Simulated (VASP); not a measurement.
# Na (R-3m) in VASP: single point with PBE

Aim: the single point of Na with PBE.

Everything below comes from runs of VASP 6.6.1. Logs are shortened: lines on timing, memory, paths and dates and some standing lists are left out, and cuts for length are marked.

**1. The cell of the first run**

It takes space group R-3m (No. 166, trigonal). Conventional cell: a = 6.136 Å, b = 6.136 Å, c = 3.494 Å, α = 90.00°, β = 90.00°, γ = 120.00°. Within 4.6 Å of Na (site symmetry -3m) lie 14 Na at 3.49 to 4.24 Å.

**2. Single point, PBE**

INCAR

```
  ALGO = Fast
  EDIFF = 1E-7
  ENCUT = 520
  GGA = PE
  ISIF = 2
  ISMEAR = 0
  LASPH = True
  LCHARG = False
  LREAL = False
  LWAVE = False
  NBANDS = 10
  NELM = 80
  PREC = Accurate
  SIGMA = 0.15
```

KPOINTS

```
k-points
0
Gamma
  18 18 18
```

POSCAR

```
Na
1.0
   -2.2199654916      2.1187292802      2.1187292802
    2.1187292802     -2.2199654916      2.1187292802
    2.1187292802      2.1187292802     -2.2199654916
Na
1
Direct
    0.0000000000      0.0000000000      0.0000000000
```

Potentials or basis: VASP PAW PBE potentials, release 64 (Na_pv).

On the command line:

```bash
> cat potpaw_PBE.64/Na_pv/POTCAR > POTCAR
> mpirun -np 1 vasp_std > vasp.out
```

OUTCAR:

```text
EDIFF = 1E-7
   ENCUT = 520
   GGA = PE
   ISIF = 2
   ISMEAR = 0
   LASPH = True
   LREAL = False
   NELM = 80
   PREC = Accurate

 ion  position               nearest neighbor table
   1  0.000  0.000  0.000-

  LATTYP: Found a trigonal (rhomboedric) cell.
 ALAT       =     3.7291117320
 COS(alpha) =    -0.3536531715

  Lattice vectors:

 A1 = (  -2.2199654916,   2.1187292802,   2.1187292802)
 A2 = (   2.1187292802,  -2.2199654916,   2.1187292802)
 A3 = (   2.1187292802,   2.1187292802,  -2.2199654916)

Analysis of symmetry for initial positions (statically):
=====================================================================
 Subroutine PRICEL returns:
 Original cell was already a primitive cell.

 Routine SETGRP: Setting up the symmetry group for a
 trigonal (rhombohedral) supercell.

 Subroutine GETGRP returns: Found 12 space group operations
 (whereof 12 operations were pure point group operations)
 out of a pool of 12 trial point group operations.

The static configuration has the point symmetry D_3d.

Analysis of symmetry for dynamics (positions and initial velocities):
=====================================================================
 Subroutine PRICEL returns:
 Original cell was already a primitive cell.

 Routine SETGRP: Setting up the symmetry group for a
 trigonal (rhombohedral) supercell.

 Subroutine GETGRP returns: Found 12 space group operations
 (whereof 12 operations were pure point group operations)
 out of a pool of 12 trial point group operations.

The dynamic configuration has the point symmetry D_3d.

 Subroutine INISYM returns: Found 12 space group operations
 (whereof 12 operations are pure point group operations),
 and found     1 'primitive' translations

----------------------------------------------------------------------------------------

                                     Primitive cell

  volume of cell :      37.9778

  direct lattice vectors                    reciprocal lattice vectors
    -2.219965492  2.118729280  2.118729280     0.011565509  0.242049572  0.242049572
     2.118729280 -2.219965492  2.118729280     0.242049572  0.011565509  0.242049572
     2.118729280  2.118729280 -2.219965492     0.242049572  0.242049572  0.011565509

  length of vectors
     3.729111732  3.729111732  3.729111732     0.342505111  0.342505111  0.342505111

  position of ions in fractional coordinates (direct lattice)
     0.000000000  0.000000000  0.000000000

  ion indices of the primitive-cell ions
[... 73 lines left out ...]
   NELM   =     80;   NELMIN=  2; NELMDL= -5     # of ELM steps
   EDIFF  = 0.1E-06   stopping-criterion for ELM
   LREAL  =      F    real-space projection
   EDIFFG = 0.1E-05   stopping-criterion for IOM
   NSW    =      0    number of steps for IOM
   IBRION =     -1    ionic relax: 0-MD 1-quasi-New 2-CG
   NFREE  =      0    steps in history (QN), initial steepest desc. (CG)
   ISIF   =      2    stress and relaxation
   ISYM   =      2    0-nonsym 1-usesym 2-fastsym
   POTIM  = 0.5000    time-step for ionic-motion
   TEBEG  =    0.0;   TEEND  =   0.0 temperature during run
   PSTRESS=    0.0 pullay stress
   NELECT =       7.0000    total number of electrons
   NUPDOWN=      -1.0000    fix difference up-down
   EMIN   =  10.00;   EMAX   =-10.00  energy-range for DOS
   EFERMI =   0.00;   METHOD = LEGACY
   ISMEAR =     0;   SIGMA  =   0.15  broadening in eV -4-tet -1-fermi 0-gaus
   EFERMI_NEDOS =   21; number of points for ismear=-14 and -15
   IALGO  =     68    algorithm
   IMIX   =      4    mixing-type and parameters
     AMIX     =   0.40;   BMIX     =  1.00
     AMIX_MAG =   1.60;   BMIX_MAG =  1.00
  volume/ion in A,a.u.               =      37.98       256.29
  Fermi-wavevector in a.u.,A,eV,Ry     =   0.931674  1.760609 11.810087  0.868017
  Thomas-Fermi vector in A             =   2.058192
   LORBIT       =      0    0 simple, 1 ext, 2 COOP (PROOUT), +10 PAW based schemes
   GGA     = PE    functional components
   LHFCALC =     F    Hartree Fock is set to
   AEXX    =    0.0000 exact exchange contribution
   IVDW    =     0    specifies the selected vdW correction
   LEPSILON=     F    determine dielectric tensor
   LRPA    =     F    only Hartree local field effects (RPA)
 non-spin polarized calculation
 RMM-DIIS sequential band-by-band and
 Gauss-broadening in eV      SIGMA  =   0.15
  energy-cutoff  :      520.00
  volume of cell :       37.98
 maximum number of plane-waves:      1042
   NGX = 13   NGY = 13   NGZ = 13

 number of electron       6.9999989 magnetization

 Free energy of the ion-electron system (eV)
  ---------------------------------------------------
  ext. energy  EPLUGINS =         0.00000000
  ---------------------------------------------------
  free energy    TOTEN  =        -1.30774480 eV

  energy without entropy =       -1.30226278  energy(sigma->0) =       -1.30500379

 E-fermi :   0.2715     XC(G=0):  -6.4393

 val. band max:        0.2670872595   @ k =   0.2222   0.2222   0.0556
 cond. band min:       0.2779908498   @ k =  -0.1111  -0.3889   0.0556
 fundamental gap:      0.0109035903
 Fermi energy:         0.2715134723

 k-point     1 :       0.0000    0.0000    0.0000
  band No.  band energies     occupation
      1     -24.6684      2.00000
      2     -24.6669      2.00000
      3     -24.6669      2.00000
      4      -2.9665      2.00000
      5      11.5312      0.00000
      6      11.5312      0.00000
      7      11.5798      0.00000
      8      12.6800      0.00000
      9      12.7427      0.00000
     10      12.7435      0.00000
[... 287 lines left out ...]
 k-point    24 :      -0.2222    0.0556    0.0000
  band No.  band energies     occupation
      1     -24.6800      2.00000
      2     -24.6719      2.00000
      3     -24.6670      2.00000
      4      -2.2602      2.00000
      5       8.0050      0.00000
      6       8.7880      0.00000
      7       9.8789      0.00000
      8      11.3998      0.00000
      9      12.0960      0.00000
     10      13.0895      0.00000

 [... further k-points ...]
[... 5 lines left out ...]
  --------------------------------------------------------------------------------------
  -------------------------------------------------------------------------------------
  Total       -0.0456508     -0.0456508     -0.0456508      0.0779471      0.0779471      0.0779471
  in kB       -1.9258772     -1.9258772     -1.9258772      3.2883665      3.2883665      3.2883665
  external PRESSURE =      -1.9258772 kB  Pullay stress =       0.0000000 kB

 VOLUME and BASIS-vectors are now :
 -----------------------------------------------------------------------------
  energy-cutoff  :      520.00
  volume of cell :       37.98
      direct lattice vectors                 reciprocal lattice vectors
    -2.219965492  2.118729280  2.118729280     0.011565509  0.242049572  0.242049572
     2.118729280 -2.219965492  2.118729280     0.242049572  0.011565509  0.242049572
     2.118729280  2.118729280 -2.219965492     0.242049572  0.242049572  0.011565509

 POSITION                                       TOTAL-FORCE (eV/Angst)
 -----------------------------------------------------------------------------------
      0.00000      0.00000      0.00000         0.000000      0.000000      0.000000
 -----------------------------------------------------------------------------------
    total drift:                               -0.000000     -0.000000     -0.000000

  FREE ENERGIE OF THE ION-ELECTRON SYSTEM (eV)
  ---------------------------------------------------
  free  energy   TOTEN  =        -1.3077448001 eV

  energy  without entropy=       -1.3022627833  energy(sigma->0) =       -1.30500379
```

OSZICAR:

```text
N       E                     dE             d eps       ncg     rms          rms(c)
DAV:   1     0.277902070624E+02    0.27790E+02   -0.37932E+03 11624   0.585E+02
DAV:   2    -0.689160121714E+00   -0.28479E+02   -0.28327E+02 12012   0.147E+02
DAV:   3    -0.130312959307E+01   -0.61397E+00   -0.61349E+00 14036   0.235E+01
DAV:   4    -0.130831516111E+01   -0.51856E-02   -0.51852E-02 13680   0.212E+00
DAV:   5    -0.130839050738E+01   -0.75346E-04   -0.75346E-04 13386   0.252E-01    0.205E-01
RMM:   6    -0.130801888116E+01    0.37163E-03   -0.24407E-04 15615   0.165E-01    0.138E-01
RMM:   7    -0.130773947068E+01    0.27941E-03   -0.56276E-04 15868   0.221E-01    0.163E-02
RMM:   8    -0.130774102012E+01   -0.15494E-05   -0.13594E-04 15986   0.202E-01    0.372E-03
RMM:   9    -0.130774393492E+01   -0.29148E-05   -0.27501E-05 17189   0.588E-02    0.246E-03
RMM:  10    -0.130774482576E+01   -0.89083E-06   -0.75467E-06 16490   0.461E-02    0.174E-03
RMM:  11    -0.130774475692E+01    0.68840E-07   -0.22964E-06 17835   0.164E-02    0.289E-04
RMM:  12    -0.130774480010E+01   -0.43180E-07   -0.47807E-07 11901   0.968E-03
   1 F= -.13077448E+01 E0= -.13050038E+01  d E =-.548202E-02
```

stdout:

```text
POSCAR found type information on POSCAR Na
 POSCAR found :  1 types and       1 ions
 scaLAPACK will be used
 LDA part: xc-table for (Slater+PW92), standard interpolation
 POSCAR, INCAR and KPOINTS ok, starting setup
 FFT: planning ... GRIDC
 FFT: planning ... GRID_SOFT
 FFT: planning ... GRID
 WAVECAR not read
 entering main loop
WARNING in EDDRMM: call to ZHEGV failed, returncode =   8  4     10
WARNING in EDDRMM: call to ZHEGV failed, returncode =   6  3      8
WARNING in EDDRMM: call to ZHEGV failed, returncode =   8  4     10
WARNING in EDDRMM: call to ZHEGV failed, returncode =   8  4     10
```

It took 3.2 min on 1 thread of Intel Xeon Platinum 8375C at 2.90GHz (Ice Lake), shared host; peak memory 0.28 GiB.

Results:

```
Free energy : -1.3077 eV
Pressure    : -0.2 GPa
```

Levels at points of the mesh, in eV from the Fermi level:
| k point | band 1 | band 2 | band 3 | band 4 | band 5 | band 6 | band 7 | band 8 |
| --- | --- | --- | --- | --- | --- | --- | --- | --- |
| (0.00, 0.00, 0.00) | -24.94 | -24.94 | -24.94 | -3.24 | 11.26 | 11.26 | 11.31 | 12.41 |
| (0.50, 0.00, 0.00) | -24.98 | -24.95 | -24.94 | 0.93 | 1.42 | 7.99 | 8.77 | 8.96 |
| (0.50, 0.50, 0.00) | -24.97 | -24.95 | -24.94 | 0.57 | 0.96 | 8.03 | 8.44 | 10.13 |
| (0.50, 0.50, 0.50) | -24.98 | -24.96 | -24.96 | 4.49 | 4.49 | 4.72 | 4.88 | 4.88 |
